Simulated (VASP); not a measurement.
# Fe (I4/mmm) in VASP: a series of runs, part 2 of 2

VASP 6.6.1. Earlier steps stand in the parts before.

## 4. Single point, PBE, collinear spin, ferromagnetic start (volume 11.049 Å^3 an atom, c/a of the conventional cell 1.2513)

File INCAR:

```
PREC = Accurate ; ENCUT = 520
EDIFF = 1E-6 ; ISMEAR = 0
SIGMA = 0.15 ; LREAL = False
LASPH = True ; NELM = 150
ALGO = Normal ; ISIF = 2
LWAVE = False ; LCHARG = False
ISPIN = 2 ; MAGMOM = 2.44
LORBIT = 11 ; LMAXMIX = 4
GGA = PE ; NBANDS = 14
```

File KPOINTS:

```
Automatic mesh
0
Gamma
  12 12 12
```

File POSCAR:

```
Fe
1.0
   -1.3020685403      1.3020685403      1.6292783645
    1.3020685403     -1.3020685403      1.6292783645
    1.3020685403      1.3020685403     -1.6292783645
Fe
1
Direct
    0.0000000000      0.0000000000      0.0000000000
```

Potentials or basis: VASP PAW PBE potentials, release 64 (Fe).

Started as:

```bash
$ cat potpaw_PBE.64/Fe/POTCAR > POTCAR
$ mpirun -np 1 vasp_std > vasp.out
```

OUTCAR:

```text
PREC = Accurate
   ENCUT = 520
   EDIFF = 1E-6
   ISMEAR = 0
   LREAL = False
   LASPH = True
   NELM = 150
   ISIF = 2
   ISPIN = 2
   LORBIT = 11
   GGA = PE

 ion  position               nearest neighbor table
   1  0.000  0.000  0.000-

  LATTYP: Found a body centered tetragonal cell.
 ALAT       =     2.6041370806
 C/A-ratio  =     1.2513000000

  Lattice vectors:

 A1 = (  -1.3020685403,   1.3020685403,   1.6292783645)
 A2 = (   1.3020685403,  -1.3020685403,   1.6292783645)
 A3 = (   1.3020685403,   1.3020685403,  -1.6292783645)

Analysis of symmetry for initial positions (statically):
=====================================================================
 Subroutine PRICEL returns:
 Original cell was already a primitive cell.

 Routine SETGRP: Setting up the symmetry group for a
 body centered tetragonal supercell.

 Subroutine GETGRP returns: Found 16 space group operations
 (whereof 16 operations were pure point group operations)
 out of a pool of 16 trial point group operations.
[... 597 lines left out ...]
  band No.  band energies     occupation
      1      -2.2900      1.00000
      2       5.4717      1.00000
      3       5.4717      1.00000
      4       6.6387      0.00001
      5       6.8877      0.00000
      6       8.0732      0.00000
      7      28.8129      0.00000
      8      32.8416      0.00000
      9      32.8416      0.00000
     10      35.9407      0.00000
     11      36.7219      0.00000
     12      37.7742      0.00000
     13      37.7742      0.00000
     14      38.0266      0.00000
[... 379 lines left out ...]
      3       5.2291      1.00000
      4       6.8810      0.00000
      5       8.3912      0.00000
      6       8.7072      0.00000
      7      18.3014      0.00000
      8      24.4656      0.00000
      9      27.6448      0.00000
     10      30.5115      0.00000
     11      37.5682      0.00000
     12      40.7771      0.00000
     13      42.2020      0.00000
     14      46.4530      0.00000

 [... further k-points ...]
[... 5 lines left out ...]
  --------------------------------------------------------------------------------------
  -------------------------------------------------------------------------------------
  Total        0.9791027      0.9791027     -0.2165911      0.0000000     -0.0000000      0.0000000
  in kB      141.9762975    141.9762975    -31.4071293      0.0000000     -0.0000000      0.0000000
  external PRESSURE =      84.1818219 kB  Pullay stress =       0.0000000 kB

 VOLUME and BASIS-vectors are now :
 -----------------------------------------------------------------------------
  energy-cutoff  :      520.00
  volume of cell :       11.05
      direct lattice vectors                 reciprocal lattice vectors
    -1.302068540  1.302068540  1.629278364     0.000000000  0.384004363  0.306884330
     1.302068540 -1.302068540  1.629278364     0.384004363  0.000000000  0.306884330
     1.302068540  1.302068540 -1.629278364     0.384004363  0.384004363  0.000000000

 POSITION                                       TOTAL-FORCE (eV/Angst)
 -----------------------------------------------------------------------------------
      0.00000      0.00000      0.00000         0.000000      0.000000     -0.000000
 -----------------------------------------------------------------------------------
    total drift:                                0.000000     -0.000000      0.000000

  FREE ENERGIE OF THE ION-ELECTRON SYSTEM (eV)
  ---------------------------------------------------
  free  energy   TOTEN  =        -8.1325253991 eV

  energy  without entropy=       -8.1201483004  energy(sigma->0) =       -8.12633685

 total charge

# of ion       s       p       d       tot
------------------------------------------
    1        0.505   0.567   6.258   7.330

 magnetization (x)

# of ion       s       p       d       tot
------------------------------------------
    1       -0.015  -0.048   2.223   2.161
```

OSZICAR:

```text
N       E                     dE             d eps       ncg     rms          rms(c)
DAV:   1     0.219585917690E+02    0.21959E+02   -0.38056E+03 10022   0.693E+02
DAV:   2    -0.824593442089E+01   -0.30205E+02   -0.27908E+02 10016   0.130E+02
DAV:   3    -0.918517156551E+01   -0.93924E+00   -0.92885E+00 11048   0.236E+01
DAV:   4    -0.918817537273E+01   -0.30038E-02   -0.30034E-02 10760   0.121E+00
DAV:   5    -0.918818868339E+01   -0.13311E-04   -0.13310E-04 11102   0.828E-02    0.117E+01
DAV:   6    -0.819038719219E+01    0.99780E+00   -0.10912E+01 11618   0.381E+01    0.481E+00
DAV:   7    -0.811557862415E+01    0.74809E-01   -0.66667E-01 11242   0.906E+00    0.274E+00
DAV:   8    -0.812490436098E+01   -0.93257E-02   -0.14827E-02 11428   0.815E-01    0.187E+00
DAV:   9    -0.812802349805E+01   -0.31191E-02   -0.76900E-02 11936   0.207E+00    0.102E+00
DAV:  10    -0.813006732215E+01   -0.20438E-02   -0.20228E-03 12152   0.422E-01    0.678E-01
DAV:  11    -0.813251886524E+01   -0.24515E-02   -0.36208E-03 11342   0.476E-01    0.183E-01
DAV:  12    -0.813250771861E+01    0.11147E-04   -0.47894E-04 12708   0.164E-01    0.103E-01
DAV:  13    -0.813250051881E+01    0.71998E-05   -0.14009E-05 11122   0.287E-02    0.504E-02
DAV:  14    -0.813252583392E+01   -0.25315E-04   -0.43417E-05 11416   0.500E-02    0.872E-03
DAV:  15    -0.813252539907E+01    0.43484E-06   -0.11194E-06  7002   0.882E-03
   1 F= -.81325254E+01 E0= -.81263368E+01  d E =-.123771E-01  mag=     2.1740
```

Wall time 98 s (1 thread of AMD EPYC, shared host); peak memory 0.12 GiB.

What came out:

```
Free energy                                           : -8.1325 eV
Pressure                                              : 8.4 GPa
Net moment                                            : 2.17 μB per cell
Site moments                                          : Fe +2.16 μB
Valence electrons inside the program's atomic spheres : Fe 7.33
```

Stress tensor (GPa, compression positive):
```
14.20  0.00  0.00
 0.00 14.20  0.00
 0.00  0.00 -3.14
```

Levels at points of the mesh, in eV from the Fermi level:
Spin up:
| k point | band 3 | band 4 | band 5 | band 6 | band 7 | band 8 |
| --- | --- | --- | --- | --- | --- | --- |
| (0.00, 0.00, 0.00) | -2.48 | -1.91 | -1.61 | -1.00 | 22.91 | 26.57 |
| (0.50, 0.00, 0.00) | -2.12 | -0.48 | 0.01 | 0.12 | 7.02 | 20.42 |
| (0.50, 0.50, 0.00) | -0.47 | -0.33 | 0.45 | 1.86 | 9.25 | 15.92 |
| (0.50, 0.50, 0.50) | -0.21 | 0.25 | 0.25 | 4.96 | 12.30 | 13.19 |
Spin down:
```tsv
k point	band 1	band 2	band 3	band 4	band 5	band 6	band 7
(0.00, 0.00, 0.00)	-8.48	-0.72	-0.72	0.45	0.70	1.88	22.62
(0.50, 0.00, 0.00)	-3.89	-1.00	0.15	0.33	2.14	2.37	8.39
(0.50, 0.50, 0.00)	-3.78	-2.85	2.07	2.28	2.34	2.53	10.61
(0.50, 0.50, 0.50)	-3.53	-2.99	2.27	2.31	2.31	5.20	13.53
```

## 5. Single point, PBE, collinear spin, ferromagnetic start (volume 11.049 Å^3 an atom, c/a of the conventional cell 0.9280)

File INCAR:

```
SYSTEM = Fe
ALGO     = Normal         ! electronic algorithm
EDIFF    = 1E-6           ! SCF threshold, eV
ENCUT    = 520            ! plane-wave cutoff, eV
GGA      = PE             ! functional
ISIF     = 2              ! what is computed and relaxed
ISMEAR   = 0              ! smearing method
ISPIN    = 2              ! spin polarisation
LASPH    = .True.         ! aspherical terms in the spheres
LCHARG   = .True.         ! write CHGCAR
LELF     = .True.         ! ELF
LMAXMIX  = 4              ! l up to which the mixer works
LORBIT   = 11             ! projections on sites
LREAL    = .False.        ! projectors in reciprocal space
LVHAR    = .True.       
LWAVE    = .False.        ! write WAVECAR
MAGMOM   = 2.44           ! initial moments
NBANDS   = 14             ! bands
NELM     = 150            ! most SCF steps
PREC     = Accurate       ! precision mode
SIGMA    = 0.15           ! smearing width, eV
```

File KPOINTS:

```
k-points
0
Gamma
  12 12 12
  0 0 0
```

File POSCAR:

```
Fe
1.0
   -1.4384838885      1.4384838885      1.3349130485
    1.4384838885     -1.4384838885      1.3349130485
    1.4384838885      1.4384838885     -1.3349130485
Fe
1
Direct
    0.0000000000      0.0000000000      0.0000000000
```

Started as:

```bash
$ cat potpaw_PBE.64/Fe/POTCAR > POTCAR
$ mpirun -np 1 vasp_std > vasp.out
```

It took 80 s on 1 thread of AMD EPYC, shared host; peak memory 0.12 GiB.

The run converged. Its results:

- Free energy: -8.2246 eV
- Pressure: 5.8 GPa
- Net moment: 2.15 μB per cell
- Site moments: Fe +2.14 μB
- Valence electrons inside the program's atomic spheres: Fe 7.33

Stress tensor (GPa, compression positive):
```
 1.76  0.00  0.00
 0.00  1.76  0.00
 0.00  0.00 13.78
```

Levels at points of the mesh, in eV from the Fermi level:
Spin up:
```tsv
k point	band 2	band 3	band 4	band 5	band 6	band 7	band 8	band 9
(0.00, 0.00, 0.00)	-2.65	-2.21	-2.21	-1.37	-0.94	24.58	24.58	26.54
(0.50, 0.00, 0.00)	-3.67	-1.13	-0.59	0.44	0.71	7.88	18.06	19.86
(0.50, 0.50, 0.00)	-3.13	-1.35	-1.09	0.05	0.36	7.06	19.71	22.35
(0.50, 0.50, 0.50)	-4.96	0.09	0.09	0.26	9.13	9.13	12.15	15.10
```
Spin down:
```
           k point  band 1  band 2  band 3  band 4  band 5  band 6  band 7  band 8
(0.00, 0.00, 0.00)   -8.45   -0.90   -0.29   -0.29    1.23    1.88   24.39   24.39
(0.50, 0.00, 0.00)   -3.83   -2.06    0.86    1.52    2.07    2.57    9.23   18.18
(0.50, 0.50, 0.00)   -3.87   -1.37    0.17    1.01    1.73    2.56    8.42   19.70
(0.50, 0.50, 0.50)   -3.34   -3.17    2.26    2.26    2.30    9.41    9.41   12.45
```

## 6. The runs side by side

| cell | gap on the mesh (eV) | pressure (GPa) | moment (μB) |
| --- | --- | --- | --- |
| a = 2.397 Å, angles 113.7, 113.7, 101.2°, 1 atom | none | 21.7 | 2.08 |
| a = 2.388 Å, angles 111.6, 111.6, 105.4°, 1 atom | none | 19.4 | 2.03 |
| a = 2.459 Å, angles 116.0, 116.0, 97.0°, 1 atom | none | 8.4 | 2.17 |
| a = 2.433 Å, angles 107.5, 107.5, 113.5°, 1 atom | none | 5.8 | 2.15 |

Alike in all rows: task single point; level PBE; potentials or basis VASP PAW PBE potentials, release 64 (Fe); spin collinear, ferromagnetic start; k mesh 12 × 12 × 12; cutoff (eV) 520; smearing gaussian 0.15 eV.

Total energies depend on the potentials used, so only differences within one code and one set of settings carry meaning.
